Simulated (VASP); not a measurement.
# Be2C in VASP: a series of runs

Aim: see how the results for Be2C move with the level of theory and the settings. Levels: PBE, r2SCAN. Tasks: single point.

Program: VASP 6.6.1. These are calculated values, not measurements. Logs are shortened: lines on timing, memory, paths and dates and some standing lists are left out, and cuts for length are marked.

### Step 1. The cell of the first run

The structure is cubic, space group Fm-3m (No. 225). Conventional cell: a = 4.429 Å, b = 4.429 Å, c = 4.429 Å, α = 90.00°, β = 90.00°, γ = 90.00°. Within 2.5 Å of C (site symmetry m-3m) lie 8 Be at 1.92 Å. Within 2.5 Å of Be (site symmetry -43m) lie 4 C at 1.92 Å and 6 Be at 2.21 Å.

### Step 2. Single point, PBE (strain +2.5%)

INCAR reads:

```
PREC = Accurate ; ENCUT = 600
EDIFF = 1E-6 ; ISMEAR = -1
SIGMA = 0.02 ; LREAL = False
LASPH = True ; NELM = 120
ALGO = Normal ; ISIF = 2
LWAVE = False ; LCHARG = False
GGA = PE ; NBANDS = 11
GGA_COMPAT = False
```

KPOINTS reads:

```
regular mesh
0
Gamma
  10 10 10
```

POSCAR reads:

```
Be2C
1.0
    0.0000000000      2.2144977795      2.2144977795
    2.2144977795      0.0000000000      2.2144977795
    2.2144977795      2.2144977795      0.0000000000
C Be
1 2
Direct
    0.0000000000      0.0000000000      0.0000000000
    0.2500000000      0.2500000000      0.2500000000
    0.7500000000      0.7500000000      0.7500000000
```

Potentials or basis: VASP PAW PBE potentials, release 64 (C, Be).

Run with:

```console
$ cat potpaw_PBE.64/C/POTCAR potpaw_PBE.64/Be/POTCAR > POTCAR
$ mpirun -np 1 vasp_std > vasp.out
```

OUTCAR:

```text
PREC = Accurate
   ENCUT = 600
   EDIFF = 1E-6
   ISMEAR = -1
   LREAL = False
   LASPH = True
   NELM = 120
   ISIF = 2
   GGA = PE

 ion  position               nearest neighbor table
   1  0.000  0.000  0.000-   3 1.92   3 1.92   3 1.92   2 1.92   2 1.92   2 1.92   3 1.92   2 1.92

   2  0.250  0.250  0.250-   1 1.92   1 1.92   1 1.92   1 1.92   3 2.21   3 2.21   3 2.21   3 2.21
                             3 2.21   3 2.21
   3  0.750  0.750  0.750-   1 1.92   1 1.92   1 1.92   1 1.92   2 2.21   2 2.21   2 2.21   2 2.21
                             2 2.21   2 2.21

  LATTYP: Found a face centered cubic cell.
 ALAT       =     4.4289955590

  Lattice vectors:

 A1 = (   0.0000000000,   2.2144977795,   2.2144977795)
 A2 = (   2.2144977795,   0.0000000000,   2.2144977795)
 A3 = (   2.2144977795,   2.2144977795,   0.0000000000)

Analysis of symmetry for initial positions (statically):
=====================================================================
 Subroutine PRICEL returns:
 Original cell was already a primitive cell.

 Routine SETGRP: Setting up the symmetry group for a
 face centered cubic supercell.

 Subroutine GETGRP returns: Found 48 space group operations
 (whereof 48 operations were pure point group operations)
 out of a pool of 48 trial point group operations.

The static configuration has the point symmetry O_h .

Analysis of symmetry for dynamics (positions and initial velocities):
=====================================================================
 Subroutine PRICEL returns:
 Original cell was already a primitive cell.

 Routine SETGRP: Setting up the symmetry group for a
 face centered cubic supercell.

 Subroutine GETGRP returns: Found 48 space group operations
 (whereof 48 operations were pure point group operations)
 out of a pool of 48 trial point group operations.

The dynamic configuration has the point symmetry O_h .

 Subroutine INISYM returns: Found 48 space group operations
 (whereof 48 operations are pure point group operations),
 and found     1 'primitive' translations

----------------------------------------------------------------------------------------

                                     Primitive cell

  volume of cell :      21.7198

  direct lattice vectors                    reciprocal lattice vectors
     0.000000000  2.214497779  2.214497779    -0.225784828  0.225784828  0.225784828
     2.214497779  0.000000000  2.214497779     0.225784828 -0.225784828  0.225784828
     2.214497779  2.214497779  0.000000000     0.225784828  0.225784828 -0.225784828

  length of vectors
     3.131772794  3.131772794  3.131772794     0.391070793  0.391070793  0.391070793

  position of ions in fractional coordinates (direct lattice)
     0.000000000  0.000000000  0.000000000
     0.250000000  0.250000000  0.250000000
     0.750000000  0.750000000  0.750000000

  ion indices of the primitive-cell ions
   primitive index   ion index
                 1           1
                 2           2
                 3           3

----------------------------------------------------------------------------------------

 KPOINTS: regular mesh

Automatic generation of k-mesh.
 Grid dimensions read from file:
 generate k-points for:   10   10   10

 Generating k-lattice:

  Cartesian coordinates                     Fractional coordinates (reciprocal lattice)
    -0.022578483  0.022578483  0.022578483     0.100000000  0.000000000  0.000000000
     0.022578483 -0.022578483  0.022578483     0.000000000  0.100000000  0.000000000
     0.022578483  0.022578483 -0.022578483     0.000000000  0.000000000  0.100000000

  Length of vectors
     0.039107079  0.039107079  0.039107079

  Shift w.r.t. Gamma in fractional coordinates (k-lattice)
     0.000000000  0.000000000  0.000000000

 Subroutine IBZKPT returns following result:
 ===========================================

 Found     47 irreducible k-points:

 Following reciprocal coordinates:
            Coordinates               Weight
  0.000000  0.000000  0.000000      1.000000
  0.100000  0.000000  0.000000      8.000000
  0.200000  0.000000  0.000000      8.000000
  0.300000  0.000000  0.000000      8.000000
  0.400000  0.000000  0.000000      8.000000
  0.500000  0.000000  0.000000      4.000000
[... 16 lines left out ...]
  0.300000  0.300000  0.000000      6.000000
  0.400000  0.300000  0.000000     24.000000
 [... further k-points ...]
   k-points           NKPTS =     47   k-points in BZ     NKDIM =     47   number of bands    NBANDS=     11
   number of dos      NEDOS =    301   number of ions     NIONS =      3
   total plane-waves  NPLWV =  21952
   dimension x,y,z NGX =    28 NGY =   28 NGZ =   28
   dimension x,y,z NGXF=    56 NGYF=   56 NGZF=   56
   ions per type =               1   2
   NGX,Y,Z   is equivalent  to a cutoff of  14.86, 14.86, 14.86 a.u.
   NGXF,Y,Z  is equivalent  to a cutoff of  29.73, 29.73, 29.73 a.u.
 SYSTEM =  unknown system
[... 70 lines left out ...]
      5      11.0818      0.00000
      6      11.0818      0.00000
      7      11.0818      0.00000
      8      13.0927      0.00000
      9      19.7259      0.00000
     10      19.7259      0.00000
     11      19.7259      0.00000

 k-point     2 :       0.1000    0.0000    0.0000
  band No.  band energies     occupation
      1      -7.3114      2.00000
      2       5.8174      2.00000
      3       6.7995      2.00000
      4       6.7995      2.00000
      5      11.4968      0.00000
      6      11.4968      0.00000
      7      11.7957      0.00000
      8      13.5414      0.00000
      9      18.7557      0.00000
     10      18.7557      0.00000
     11      20.0451      0.00000

 k-point     3 :       0.2000    0.0000    0.0000
  band No.  band energies     occupation
      1      -6.8586      2.00000
      2       3.5850      2.00000
      3       6.2497      2.00000
      4       6.2497      2.00000
      5      12.2004      0.00000
      6      12.2004      0.00000
      7      12.4766      0.00000
      8      14.6838      0.00000
      9      17.8830      0.00000
     10      17.8830      0.00000
     11      20.9240      0.00000

 k-point     4 :       0.3000    0.0000    0.0000
  band No.  band energies     occupation
      1      -6.1383      2.00000
      2       1.3954      2.00000
      3       5.7656      2.00000
      4       5.7656      2.00000
      5      12.3626      0.00000
      6      12.3626      0.00000
      7      12.9295      0.00000
      8      15.6705      0.00000
      9      18.3826      0.00000
     10      18.3826      0.00000
     11      21.9433      0.00000

 k-point     5 :       0.4000    0.0000    0.0000
  band No.  band energies     occupation
      1      -5.2725      2.00000
      2      -0.4001      2.00000
      3       5.4610      2.00000
      4       5.4610      2.00000
      5      12.1010      0.00000
      6      12.1010      0.00000
      7      13.2557      0.00000
      8      16.2690      0.00000
      9      19.8857      0.00000
     10      19.8857      0.00000
     11      22.6750      0.00000
[... 211 lines left out ...]
 k-point    21 :      -0.3000    0.2000    0.0000
  band No.  band energies     occupation
      1      -5.1075      2.00000
      2       0.4850      2.00000
      3       2.9489      2.00000
      4       5.1376      2.00000
      5      11.9999      0.00000
      6      14.0535      0.00000
      7      14.8881      0.00000
      8      16.5944      0.00000
      9      16.7375      0.00000
     10      20.9771      0.00000
     11      23.0214      0.00000

 k-point    22 :      -0.2000    0.2000    0.0000
  band No.  band energies     occupation
      1      -5.9029      2.00000
      2       1.9201      2.00000
      3       3.4140      2.00000
      4       5.8810      2.00000
      5      12.5570      0.00000
      6      13.3886      0.00000
      7      14.4147      0.00000
      8      15.1520      0.00000
      9      15.7304      0.00000
     10      21.5583      0.00000
     11      22.5979      0.00000

 k-point    23 :       0.3000    0.3000    0.0000
  band No.  band energies     occupation
      1      -5.7257      2.00000
      2       3.0835      2.00000
      3       3.6224      2.00000
      4       3.6224      2.00000
      5      10.0316      0.00000
      6      11.9033      0.00000
      7      16.1980      0.00000
      8      16.1980      0.00000
      9      19.1430      0.00000
     10      23.6290      0.00000
     11      23.6290      0.00000

 k-point    24 :       0.4000    0.3000    0.0000
  band No.  band energies     occupation
      1      -5.0968      2.00000
      2       1.8015      2.00000
      3       3.1174      2.00000
      4       3.3000      2.00000
      5       9.7089      0.00000
      6      12.4628      0.00000
      7      16.8606      0.00000
      8      16.9334      0.00000
      9      20.0793      0.00000
     10      23.1716      0.00000
     11      23.8099      0.00000

 [... further k-points ...]

------------------------ aborting loop because EDIFF is reached ----------------------------------------

  FORCE on cell =-STRESS in cart. coord.  units (eV):
  Direction    XX          YY          ZZ          XY          YZ          ZX
  --------------------------------------------------------------------------------------
  -------------------------------------------------------------------------------------
  Total       -1.6415530     -1.6415530     -1.6415530      0.0000000      0.0000000     -0.0000000
  in kB     -121.0904132   -121.0904132   -121.0904132      0.0000000      0.0000000     -0.0000000
  external PRESSURE =    -121.0904132 kB  Pullay stress =       0.0000000 kB

 VOLUME and BASIS-vectors are now :
 -----------------------------------------------------------------------------
  energy-cutoff  :      600.00
  volume of cell :       21.72
      direct lattice vectors                 reciprocal lattice vectors
     0.000000000  2.214497779  2.214497779    -0.225784828  0.225784828  0.225784828
     2.214497779  0.000000000  2.214497779     0.225784828 -0.225784828  0.225784828
     2.214497779  2.214497779  0.000000000     0.225784828  0.225784828 -0.225784828

 POSITION                                       TOTAL-FORCE (eV/Angst)
 -----------------------------------------------------------------------------------
      0.00000      0.00000      0.00000         0.000000     -0.000000     -0.000000
      1.10725      1.10725      1.10725        -0.000000     -0.000000     -0.000000
      3.32175      3.32175      3.32175         0.000000      0.000000      0.000000
 -----------------------------------------------------------------------------------
    total drift:                               -0.000000     -0.000000      0.000000

  FREE ENERGIE OF THE ION-ELECTRON SYSTEM (eV)
  ---------------------------------------------------
  free  energy   TOTEN  =       -17.4017258525 eV

  energy  without entropy=      -17.4017258525  energy(sigma->0) =      -17.40172585
```

Wall time 27 s (1 thread of Intel Xeon 8259CL, shared host); peak memory 0.15 GiB.

What came out:

| Item | Value |
| --- | --- |
| Free energy | -17.4017 eV |
| Pressure | -12.1 GPa |
| Band gap on the k mesh | 1.13 eV (least direct gap 4.00 eV) |

Caveat: the cell differs from its parent crystal (strain +2.5%); the cell stands under tension.

### Step 3. Single point, r2SCAN (strain +2.5%)

POSCAR is that of step 2.

INCAR.step1 reads:

```
PREC = Accurate
ENCUT = 660
ISMEAR = 0
SIGMA = 0.01
LREAL = F
LASPH = T
NELM = 120
NBANDS = 11
GGA = PE
ALGO = Normal
EDIFF = 1E-5
LWAVE = T
LCHARG = F
GGA_COMPAT = F
```

INCAR.step2 reads:

```
PREC = Accurate
ENCUT = 660
EDIFF = 1E-6
ISMEAR = 0
SIGMA = 0.01
LREAL = F
LASPH = T
NELM = 120
ALGO = Normal
ISIF = 2
LWAVE = F
LCHARG = F
METAGGA = R2SCAN
LMIXTAU = T
NBANDS = 11
ISTART = 1
GGA_COMPAT = F
```

KPOINTS reads:

```
Automatic mesh
0
Gamma
  10 10 10
```

Potentials or basis: VASP PAW PBE potentials, release 64 (C, Be).

Run with:

```console
$ cat potpaw_PBE.64/C/POTCAR potpaw_PBE.64/Be/POTCAR > POTCAR
$ cp INCAR.step1 INCAR
$ mpirun -np 1 vasp_std > vasp.out
$ cp INCAR.step2 INCAR
$ mpirun -np 1 vasp_std > vasp.out
```

It took 2 min on 1 thread of Intel Xeon 8259CL, shared host; peak memory 0.16 GiB.

Results (log left out):

* Free energy: -19.4168 eV
* Pressure: -12.7 GPa
* Band gap on the k mesh: 1.49 eV (least direct gap 4.48 eV)

Levels at points of the mesh, in eV from the valence-band top:
```
           k point  band 1  band 2  band 3  band 4  band 5  band 6  band 7  band 8
(0.00, 0.00, 0.00)  -15.43    0.00    0.00    0.00    4.48    4.48    4.48    6.61
(0.50, 0.00, 0.00)  -12.64   -8.64   -1.79   -1.79    5.39    5.39    6.82   10.34
(0.50, 0.50, 0.00)  -11.84   -6.87   -4.63   -4.63    1.49    5.71   13.64   13.64
```

Caveat: the cell differs from its parent crystal (strain +2.5%); the cell stands under tension; the PAW data sets were made with another functional, which shifts forces and pressure a little.

### Step 4. Single point, PBE (uniaxial z strain +3.0%)

INCAR reads:

```
PREC = Accurate
ENCUT = 600
EDIFF = 1E-6
ISMEAR = -1
SIGMA = 0.02
LREAL = F
LASPH = T
NELM = 120
ALGO = Normal
ISIF = 2
LWAVE = F
LCHARG = F
GGA = PE
NBANDS = 11
GGA_COMPAT = F
```

KPOINTS reads:

```
regular mesh
0
Gamma
  10 10 10
```

POSCAR reads:

```
Be2C
1.0
    0.0000000000      2.1604856385      2.2253002077
    2.1604856385      0.0000000000      2.2253002077
    2.1604856385      2.1604856385      0.0000000000
C Be
1 2
Direct
    0.0000000000      0.0000000000      0.0000000000
    0.2500000000      0.2500000000      0.2500000000
    0.7500000000      0.7500000000      0.7500000000
```

Run with:

```console
$ cat potpaw_PBE.64/C/POTCAR potpaw_PBE.64/Be/POTCAR > POTCAR
$ mpirun -np 1 vasp_std > vasp.out
```

It took 47 s on 1 thread of Intel Xeon 8259CL, shared host; peak memory 0.16 GiB.

Results (log left out):

* Free energy: -17.4303 eV
* Pressure: -4.4 GPa
* Band gap on the k mesh: 0.93 eV (least direct gap 3.86 eV)

Stress tensor (GPa, compression positive):
```
  0.91   0.00   0.00
  0.00   0.91   0.00
  0.00   0.00 -15.07
```

Levels at points of the mesh, in eV from the valence-band top:
| k point | band 1 | band 2 | band 3 | band 4 | band 5 | band 6 | band 7 | band 8 |
| --- | --- | --- | --- | --- | --- | --- | --- | --- |
| (0.00, 0.00, 0.00) | -14.95 | -0.26 | 0.00 | 0.00 | 3.86 | 3.86 | 4.29 | 6.40 |
| (0.50, 0.00, 0.00) | -12.14 | -8.66 | -2.06 | -1.69 | 4.61 | 5.05 | 6.77 | 9.59 |
| (0.50, 0.50, 0.00) | -11.54 | -7.02 | -4.52 | -4.52 | 1.33 | 5.85 | 12.83 | 12.83 |
| (0.50, 0.00, 0.50) | -11.33 | -6.65 | -4.88 | -4.73 | 0.93 | 5.30 | 12.45 | 13.42 |

Caveat: the cell differs from its parent crystal (uniaxial z strain +3.0%); the cell stands under tension.

### Step 5. Single point, PBE (strain along [111] -1.5%)

INCAR reads:

```
ALGO = Normal
EDIFF = 1E-6
ENCUT = 600
GGA = PE
GGA_COMPAT = F
ISIF = 2
ISMEAR = -1
LASPH = T
LCHARG = F
LREAL = F
LWAVE = F
NBANDS = 11
NELM = 120
PREC = Accurate
SIGMA = 0.02
```

KPOINTS reads:

```
k-points
0
Gamma
  10 10 10
```

POSCAR reads:

```
Be2C
1.0
   -0.0216048564      2.1388807821      2.1388807821
    2.1388807821     -0.0216048564      2.1388807821
    2.1388807821      2.1388807821     -0.0216048564
C Be
1 2
Direct
    0.0000000000      0.0000000000      0.0000000000
    0.2497525428      0.2497525428      0.2497525428
    0.7502474572      0.7502474572      0.7502474572
```

Run with:

```console
$ cat potpaw_PBE.64/C/POTCAR potpaw_PBE.64/Be/POTCAR > POTCAR
$ mpirun -np 1 vasp_std > vasp.out
```

Run time: 31 s. Hardware: 1 thread of Intel Xeon 8259CL, shared host; peak memory 0.15 GiB.

It converged, with:

* Free energy: -17.4464 eV
* Pressure: 4.6 GPa
* Largest force: 0.013 eV/Å
* Band gap on the k mesh: 1.13 eV (least direct gap 4.03 eV)

Forces on the atoms (eV/Å):
```
C    0.000  0.000  0.000
Be   0.007  0.007  0.007
Be  -0.007 -0.007 -0.007
```

Stress tensor (GPa, compression positive):
```
4.58 2.23 2.23
2.23 4.58 2.23
2.23 2.23 4.58
```

Levels at points of the mesh, in eV from the valence-band top:
```csv
k point,band 1,band 2,band 3,band 4,band 5,band 6,band 7,band 8
"(0.00, 0.00, 0.00)",-15.23,-0.05,-0.05,0.00,4.03,4.03,4.32,6.99
"(0.50, 0.00, 0.00)",-12.34,-8.90,-1.88,-1.85,4.97,5.13,7.28,9.93
"(0.50, 0.50, 0.00)",-11.56,-6.88,-4.93,-4.76,1.13,5.84,13.42,13.44
"(0.50, 0.50, 0.50)",-12.23,-8.85,-1.99,-1.99,4.89,4.89,7.02,9.85
```

Caveat: the cell differs from its parent crystal (strain along [111] -1.5%); the cell stands under pressure. A k mesh can miss the band edges.

### Step 6. Single point, r2SCAN (uniaxial z strain +3.0%)

POSCAR reads:

```
Be2C
1.0
    0.0000000000      2.1604856385      2.2253002077
    2.1604856385      0.0000000000      2.2253002077
    2.1604856385      2.1604856385      0.0000000000
C Be
1 2
Direct
    0.0000000000      0.0000000000      0.0000000000
    0.2500000000      0.2500000000      0.2500000000
    0.7500000000      0.7500000000      0.7500000000
```

INCAR.step1 reads:

```
PREC = Accurate ; ENCUT = 660
ISMEAR = 0 ; SIGMA = 0.01
LREAL = False ; LASPH = True
NELM = 120 ; NBANDS = 11
GGA = PE ; ALGO = Normal
EDIFF = 1E-5 ; LWAVE = True
LCHARG = False ; GGA_COMPAT = False
```

INCAR.step2 reads:

```
PREC = Accurate ; ENCUT = 660
EDIFF = 1E-6 ; ISMEAR = 0
SIGMA = 0.01 ; LREAL = False
LASPH = True ; NELM = 120
ALGO = Normal ; ISIF = 2
LWAVE = False ; LCHARG = False
METAGGA = R2SCAN ; LMIXTAU = True
NBANDS = 11 ; ISTART = 1
GGA_COMPAT = False
```

KPOINTS reads:

```
regular mesh
0
Gamma
  10 10 10
```

Potentials or basis: VASP PAW PBE potentials, release 64 (C, Be).

Run with:

```console
$ cat potpaw_PBE.64/C/POTCAR potpaw_PBE.64/Be/POTCAR > POTCAR
$ cp INCAR.step1 INCAR
$ mpirun -np 1 vasp_std > vasp.out
$ cp INCAR.step2 INCAR
$ mpirun -np 1 vasp_std > vasp.out
```

Run time: 3.4 min. Hardware: 1 thread of Intel Xeon 8259CL, shared host; peak memory 0.18 GiB.

Results (log left out):

```yaml
Free_energy: -19.4468 eV
Pressure: -5.0 GPa
Band_gap_on_the_k_mesh: 1.29 eV (least direct gap 4.33 eV)
```

Stress tensor (GPa, compression positive):
```
  0.74   0.00   0.00
  0.00   0.74   0.00
  0.00   0.00 -16.38
```

Levels at points of the mesh, in eV from the valence-band top:
| k point | band 1 | band 2 | band 3 | band 4 | band 5 | band 6 | band 7 | band 8 | band 9 |
| --- | --- | --- | --- | --- | --- | --- | --- | --- | --- |
| (0.00, 0.00, 0.00) | -15.84 | -0.26 | 0.00 | 0.00 | 4.33 | 4.33 | 4.79 | 7.03 | 13.33 |
| (0.50, 0.00, 0.00) | -12.94 | -9.01 | -2.14 | -1.76 | 5.12 | 5.57 | 7.32 | 10.55 | 15.03 |
| (0.50, 0.50, 0.00) | -12.28 | -7.38 | -4.69 | -4.69 | 1.71 | 6.31 | 13.95 | 13.95 | 15.74 |
| (0.50, 0.00, 0.50) | -12.06 | -6.99 | -5.07 | -4.91 | 1.29 | 5.73 | 13.55 | 14.59 | 16.27 |

Caveat: the cell differs from its parent crystal (uniaxial z strain +3.0%); the cell stands under tension; the PAW data sets were made with another functional, which shifts forces and pressure a little. A k mesh can miss the band edges.

### Step 7. Summary

| level | cell | cutoff (eV) | smearing | gap on the mesh (eV) | pressure (GPa) |
| --- | --- | --- | --- | --- | --- |
| PBE | a = 3.132 Å, angles 60.0°, 3 atoms | 600 | fermi-dirac 0.02 eV | 1.13 | -12.1 |
| r2SCAN | a = 3.132 Å, angles 60.0°, 3 atoms | 660 | gaussian 0.01 eV | 1.49 | -12.7 |
| PBE | a = 3.102, b = 3.102, c = 3.055 Å, angles 60.5, 60.5, 59.0°, 3 atoms | 600 | fermi-dirac 0.02 eV | 0.93 | -4.4 |
| PBE | a = 3.025 Å, angles 60.7°, 3 atoms | 600 | fermi-dirac 0.02 eV | 1.13 | 4.6 |
| r2SCAN | a = 3.102, b = 3.102, c = 3.055 Å, angles 60.5, 60.5, 59.0°, 3 atoms | 660 | gaussian 0.01 eV | 1.29 | -5.0 |

Alike in all rows: task single point; potentials or basis VASP PAW PBE potentials, release 64 (C, Be); no spin polarisation; k mesh 10 × 10 × 10.

Caveats: the cell stands under tension (at least some runs); the PAW data sets were made with another functional, which shifts forces and pressure a little (at least some runs); the cell stands under pressure (at least some runs).

Absolute energies hang on the potentials; compare differences alone.
